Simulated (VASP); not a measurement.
# WC (Qusongite) (P-6m2) in VASP: a series of runs, part 2 of 3

VASP 6.6.1. Earlier steps stand in the parts before.

## 3. Single point, PBE

Contents of INCAR:

```
PREC = Accurate
ENCUT = 520
EDIFF = 1E-6
ISMEAR = 1
SIGMA = 0.1
LREAL = False
LASPH = True
NELM = 100
ALGO = Normal
ISIF = 2
LWAVE = False
LCHARG = True
GGA = PE
LELF = True
LVHAR = True
NBANDS = 16
```

Contents of KPOINTS:

```
Automatic mesh
0
Gamma
  11 11 10
```

Contents of POSCAR:

```
WC
1.0
    2.9065000000      0.0000000000      0.0000000000
   -1.4532500000      2.5171028361      0.0000000000
    0.0000000000      0.0000000000      2.8366000000
W C
1 1
Direct
    0.0000000000      0.0000000000      0.0000000000
    0.6666666667      0.3333333333      0.5000000000
```

Potentials or basis: VASP PAW PBE potentials, release 64 (W_sv, C).

Launch:

```sh
$ cat potpaw_PBE.64/W_sv/POTCAR potpaw_PBE.64/C/POTCAR > POTCAR
$ mpirun -np 1 vasp_std > vasp.out
```

OUTCAR:

```text
PREC = Accurate
   ENCUT = 520
   EDIFF = 1E-6
   ISMEAR = 1
   LREAL = False
   LASPH = True
   NELM = 100
   ISIF = 2
   GGA = PE

 ion  position               nearest neighbor table
   1  0.000  0.000  0.000-   2 2.20   2 2.20   2 2.20   2 2.20   2 2.20   2 2.20
   2  0.667  0.333  0.500-   1 2.20   1 2.20   1 2.20   1 2.20   1 2.20   1 2.20

  LATTYP: Found a hexagonal cell.
 ALAT       =     2.9065000000
 C/A-ratio  =     0.9759504559

  Lattice vectors:

 A1 = (   2.9065000000,   0.0000000000,   0.0000000000)
 A2 = (  -1.4532500000,   2.5171028361,   0.0000000000)
 A3 = (   0.0000000000,   0.0000000000,   2.8366000000)

Analysis of symmetry for initial positions (statically):
=====================================================================
 Subroutine PRICEL returns:
 Original cell was already a primitive cell.

 Routine SETGRP: Setting up the symmetry group for a
 hexagonal supercell.

 Subroutine GETGRP returns: Found 12 space group operations
[... 157 lines left out ...]

 Free energy of the ion-electron system (eV)
  ---------------------------------------------------
  ext. energy  EPLUGINS =         0.00000000
  ---------------------------------------------------
  free energy    TOTEN  =       -22.44304128 eV

  energy without entropy =      -22.44316327  energy(sigma->0) =      -22.44308194

 E-fermi :  11.1273     XC(G=0): -13.8006

 val. band max:       11.0679192410   @ k =   0.4545   0.0909   0.5000
 cond. band min:      11.1330480521   @ k =   0.2727   0.2727   0.0000
 fundamental gap:      0.0651288111
 Fermi energy:        11.1272676508

 k-point     1 :       0.0000    0.0000    0.0000
  band No.  band energies     occupation
      1     -62.9320      2.00000
      2     -26.9125      2.00000
      3     -26.8097      2.00000
      4     -26.8097      2.00000
      5      -3.3719      2.00000
      6       6.7635      2.00000
[... 433 lines left out ...]
      3     -26.9313      2.00000
      4     -26.9080      2.00000
      5      -1.8195      2.00000
      6       5.8246      2.00000
[... 8 lines left out ...]
     15      24.6306      0.00000
     16      28.8831      0.00000

 [... further k-points ...]
[... 5 lines left out ...]
  --------------------------------------------------------------------------------------
  -------------------------------------------------------------------------------------
  Total        0.8806609      0.8806609      0.8908742      0.0000000     -0.0000000      0.0000000
  in kB       67.9907620     67.9907620     68.7792696      0.0000000     -0.0000000      0.0000000
  external PRESSURE =      68.2535978 kB  Pullay stress =       0.0000000 kB

 VOLUME and BASIS-vectors are now :
 -----------------------------------------------------------------------------
  energy-cutoff  :      520.00
  volume of cell :       20.75
      direct lattice vectors                 reciprocal lattice vectors
     2.906500000  0.000000000  0.000000000     0.344056425  0.198641070  0.000000000
    -1.453250000  2.517102836  0.000000000     0.000000000  0.397282139  0.000000000
     0.000000000  0.000000000  2.836600000     0.000000000  0.000000000  0.352534725

 POSITION                                       TOTAL-FORCE (eV/Angst)
 -----------------------------------------------------------------------------------
      0.00000      0.00000      0.00000        -0.000000      0.000000      0.000000
      1.45325      0.83903      1.41830         0.000000      0.000000      0.000000
 -----------------------------------------------------------------------------------
    total drift:                                0.000000     -0.000000      0.000000

  FREE ENERGIE OF THE ION-ELECTRON SYSTEM (eV)
  ---------------------------------------------------
  free  energy   TOTEN  =       -22.4430412771 eV

  energy  without entropy=      -22.4431632677  energy(sigma->0) =      -22.44308194
```

OSZICAR:

```text
N       E                     dE             d eps       ncg     rms          rms(c)
DAV:   1     0.109897112197E+03    0.10990E+03   -0.93908E+03  3072   0.126E+03
DAV:   2    -0.221845241733E+02   -0.13208E+03   -0.12737E+03  3632   0.336E+02
DAV:   3    -0.254979818186E+02   -0.33135E+01   -0.32998E+01  3360   0.504E+01
DAV:   4    -0.255158982091E+02   -0.17916E-01   -0.17915E-01  4064   0.418E+00
DAV:   5    -0.255160306457E+02   -0.13244E-03   -0.13244E-03  3336   0.342E-01    0.324E+01
DAV:   6    -0.225257034000E+02    0.29903E+01   -0.57418E+00  3680   0.258E+01    0.856E+00
DAV:   7    -0.224707926508E+02    0.54911E-01   -0.41954E-01  3192   0.498E+00    0.619E+00
DAV:   8    -0.224446956140E+02    0.26097E-01   -0.64391E-02  3496   0.210E+00    0.108E+00
DAV:   9    -0.224431010972E+02    0.15945E-02   -0.39315E-03  3344   0.447E-01    0.123E-01
DAV:  10    -0.224430463531E+02    0.54744E-04   -0.33123E-04  3656   0.203E-01    0.784E-02
DAV:  11    -0.224430427775E+02    0.35757E-05   -0.24234E-05  3536   0.408E-02    0.136E-02
DAV:  12    -0.224430412978E+02    0.14796E-05   -0.45850E-06  3376   0.183E-02    0.165E-03
DAV:  13    -0.224430412771E+02    0.20774E-07   -0.16136E-07  1704   0.317E-03
   1 F= -.22443041E+02 E0= -.22443082E+02  d E =0.121991E-03
```

stdout:

```text
POSCAR found type information on POSCAR W C
 POSCAR found :  2 types and       2 ions
 scaLAPACK will be used
 LDA part: xc-table for (Slater+PW92), standard interpolation
 POSCAR, INCAR and KPOINTS ok, starting setup
 FFT: planning ... GRIDC
 FFT: planning ... GRID_SOFT
 FFT: planning ... GRID
 WAVECAR not read
 entering main loop
```

It took 14 s on 1 thread of Intel Xeon Platinum 8488C (Sapphire Rapids), shared host; peak memory 0.16 GiB.

Results:

- Free energy: -22.4430 eV
- Pressure: 6.8 GPa
- Band gap on the k mesh: zero (band 9 reaches 11.72 eV, above the bottom of band 10 at 10.49 eV)

Levels at points of the mesh, in eV from the Fermi level:
```
           k point  band 6  band 7  band 8  band 9  band 10  band 11  band 12  band 13
(0.00, 0.00, 0.00)   -4.36   -3.38   -3.38    0.04     3.18     3.18     5.57     5.57
(0.00, 0.00, 0.50)   -8.70   -2.07   -2.07   -0.63    -0.63     3.62     4.47     4.47
```

Caveat: spin-orbit coupling is left out, which moves the levels of the heavy elements.

## 4. Single point, PBE

Contents of INCAR:

```
PREC = Accurate
ENCUT = 910
EDIFF = 1E-6
ISMEAR = 1
SIGMA = 0.1
LREAL = False
LASPH = True
NELM = 120
ALGO = Normal
ISIF = 2
LWAVE = False
LCHARG = True
GGA = PE
LELF = True
LVHAR = True
NBANDS = 16
GGA_COMPAT = False
```

KPOINTS is that of step 3.

POSCAR is that of step 3.

Potentials or basis: VASP PAW PBE potentials, release 64 (W_sv, C_h).

Launch:

```sh
$ cat potpaw_PBE.64/W_sv/POTCAR potpaw_PBE.64/C_h/POTCAR > POTCAR
$ mpirun -np 1 vasp_std > vasp.out
```

OUTCAR:

```text
PREC = Accurate
   ENCUT = 910
   EDIFF = 1E-6
   ISMEAR = 1
   LREAL = False
   LASPH = True
   NELM = 120
   ISIF = 2
   GGA = PE

 ion  position               nearest neighbor table
   1  0.000  0.000  0.000-   2 2.20   2 2.20   2 2.20   2 2.20   2 2.20   2 2.20
   2  0.667  0.333  0.500-   1 2.20   1 2.20   1 2.20   1 2.20   1 2.20   1 2.20

  LATTYP: Found a hexagonal cell.
 ALAT       =     2.9065000000
 C/A-ratio  =     0.9759504559

  Lattice vectors:

 A1 = (   2.9065000000,   0.0000000000,   0.0000000000)
 A2 = (  -1.4532500000,   2.5171028361,   0.0000000000)
 A3 = (   0.0000000000,   0.0000000000,   2.8366000000)

Analysis of symmetry for initial positions (statically):
=====================================================================
 Subroutine PRICEL returns:
 Original cell was already a primitive cell.

 Routine SETGRP: Setting up the symmetry group for a
 hexagonal supercell.

 Subroutine GETGRP returns: Found 12 space group operations
[... 157 lines left out ...]

 Free energy of the ion-electron system (eV)
  ---------------------------------------------------
  ext. energy  EPLUGINS =         0.00000000
  ---------------------------------------------------
  free energy    TOTEN  =       -22.44982828 eV

  energy without entropy =      -22.44994792  energy(sigma->0) =      -22.44986816

 E-fermi :  11.4585     XC(G=0): -13.8353

 val. band max:       11.3995776882   @ k =   0.4545   0.0909   0.5000
 cond. band min:      11.4643797515   @ k =   0.2727   0.2727   0.0000
 fundamental gap:      0.0648020633
 Fermi energy:        11.4585407621

 k-point     1 :       0.0000    0.0000    0.0000
  band No.  band energies     occupation
      1     -62.6005      2.00000
      2     -26.5810      2.00000
      3     -26.4781      2.00000
      4     -26.4781      2.00000
      5      -3.0400      2.00000
      6       7.0956      2.00000
[... 433 lines left out ...]
      3     -26.5997      2.00000
      4     -26.5765      2.00000
      5      -1.4878      2.00000
      6       6.1560      2.00000
[... 8 lines left out ...]
     15      24.9620      0.00000
     16      29.2140      0.00000

 [... further k-points ...]
[... 5 lines left out ...]
  --------------------------------------------------------------------------------------
  -------------------------------------------------------------------------------------
  Total        0.8657930      0.8657930      0.8725509      0.0000000      0.0000000     -0.0000000
  in kB       66.8428964     66.8428964     67.3646340      0.0000000      0.0000000     -0.0000000
  external PRESSURE =      67.0168089 kB  Pullay stress =       0.0000000 kB

 VOLUME and BASIS-vectors are now :
 -----------------------------------------------------------------------------
  energy-cutoff  :      910.00
  volume of cell :       20.75
      direct lattice vectors                 reciprocal lattice vectors
     2.906500000  0.000000000  0.000000000     0.344056425  0.198641070  0.000000000
    -1.453250000  2.517102836  0.000000000     0.000000000  0.397282139  0.000000000
     0.000000000  0.000000000  2.836600000     0.000000000  0.000000000  0.352534725

 POSITION                                       TOTAL-FORCE (eV/Angst)
 -----------------------------------------------------------------------------------
      0.00000      0.00000      0.00000        -0.000000      0.000000      0.000000
      1.45325      0.83903      1.41830         0.000000      0.000000      0.000000
 -----------------------------------------------------------------------------------
    total drift:                               -0.000000      0.000000      0.000000

  FREE ENERGIE OF THE ION-ELECTRON SYSTEM (eV)
  ---------------------------------------------------
  free  energy   TOTEN  =       -22.4498282803 eV

  energy  without entropy=      -22.4499479186  energy(sigma->0) =      -22.44986816
```

OSZICAR:

```text
N       E                     dE             d eps       ncg     rms          rms(c)
DAV:   1     0.149899013669E+03    0.14990E+03   -0.12855E+04  3072   0.185E+03
DAV:   2    -0.199762039691E+02   -0.16988E+03   -0.16360E+03  3712   0.439E+02
DAV:   3    -0.254691735967E+02   -0.54930E+01   -0.54464E+01  3360   0.686E+01
DAV:   4    -0.255105399280E+02   -0.41366E-01   -0.41360E-01  3984   0.646E+00
DAV:   5    -0.255107997392E+02   -0.25981E-03   -0.25981E-03  3432   0.521E-01    0.324E+01
DAV:   6    -0.225296566224E+02    0.29811E+01   -0.56710E+00  4304   0.258E+01    0.853E+00
DAV:   7    -0.224764820460E+02    0.53175E-01   -0.43403E-01  3176   0.529E+00    0.611E+00
DAV:   8    -0.224515147288E+02    0.24967E-01   -0.71867E-02  3480   0.241E+00    0.106E+00
DAV:   9    -0.224498588812E+02    0.16558E-02   -0.39422E-03  3472   0.507E-01    0.114E-01
DAV:  10    -0.224498297473E+02    0.29134E-04   -0.41710E-04  3640   0.230E-01    0.526E-02
DAV:  11    -0.224498303506E+02   -0.60324E-06   -0.21696E-05  3816   0.426E-02    0.139E-02
DAV:  12    -0.224498283030E+02    0.20476E-05   -0.51860E-06  3560   0.207E-02    0.977E-04
DAV:  13    -0.224498282803E+02    0.22731E-07   -0.26285E-07  1744   0.445E-03
   1 F= -.22449828E+02 E0= -.22449868E+02  d E =0.119638E-03
```

Run time: 50 s. Hardware: 1 thread of Intel Xeon Platinum 8259CL at 2.50GHz (Skylake/Cascade Lake), shared host; peak memory 0.22 GiB.

Results:

```
Free energy            : -22.4498 eV
Pressure               : 6.7 GPa
Band gap on the k mesh : zero (band 9 reaches 12.05 eV, above the bottom of band 10 at 10.82 eV)
```

Caveat: the cutoff is under 1.25 times the usual one of these potentials, so pressure, stress and relaxed cells hold a basis-set (Pulay) error; spin-orbit coupling is left out, which moves the levels of the heavy elements.

## 5. Single point, PBE

Contents of INCAR:

```
SYSTEM = WC
ALGO     = Normal         ! electronic algorithm
EDIFF    = 1E-6           ! SCF threshold, eV
ENCUT    = 910            ! plane-wave cutoff, eV
GGA      = PE             ! functional
GGA_COMPAT= .False.      
ISIF     = 2              ! what is computed and relaxed
ISMEAR   = 1              ! smearing method
LASPH    = .True.         ! aspherical terms in the spheres
LCHARG   = .True.         ! write CHGCAR
LELF     = .True.         ! ELF
LREAL    = .False.        ! projectors in reciprocal space
LVHAR    = .True.       
LWAVE    = .False.        ! write WAVECAR
NBANDS   = 16             ! bands
NELM     = 120            ! most SCF steps
PREC     = Accurate       ! precision mode
SIGMA    = 0.3            ! smearing width, eV
```

Contents of KPOINTS:

```
k-points
0
Gamma
  11 11 10
  0 0 0
```

POSCAR is that of step 4.

Launch:

```sh
$ cat potpaw_PBE.64/W_sv/POTCAR potpaw_PBE.64/C_h/POTCAR > POTCAR
$ mpirun -np 1 vasp_std > vasp.out
```

It took 55 s on 1 thread of Intel Xeon Platinum 8488C (Sapphire Rapids), shared host; peak memory 0.22 GiB.

Results (log left out):

```yaml
Free_energy: -22.4495 eV
Pressure: 6.6 GPa
Band_gap_on_the_k_mesh: zero (band 9 reaches 12.05 eV, above the bottom of band 10 at 10.83 eV)
```

Stress tensor (GPa, compression positive):
```
6.69 0.00 0.00
0.00 6.69 0.00
0.00 0.00 6.42
```

Levels at points of the mesh, in eV from the Fermi level:
```tsv
k point	band 5	band 6	band 7	band 8	band 9	band 10	band 11	band 12	band 13	band 14
(0.00, 0.00, 0.00)	-14.49	-4.35	-3.37	-3.37	0.05	3.19	3.19	5.58	5.58	6.35
(0.00, 0.00, 0.50)	-10.46	-8.69	-2.05	-2.05	-0.62	-0.62	3.63	4.49	4.49	9.93
```

Caveat: the cutoff is under 1.25 times the usual one of these potentials, so pressure, stress and relaxed cells hold a basis-set (Pulay) error; spin-orbit coupling is left out, which moves the levels of the heavy elements.

[end of part 2 of 3]
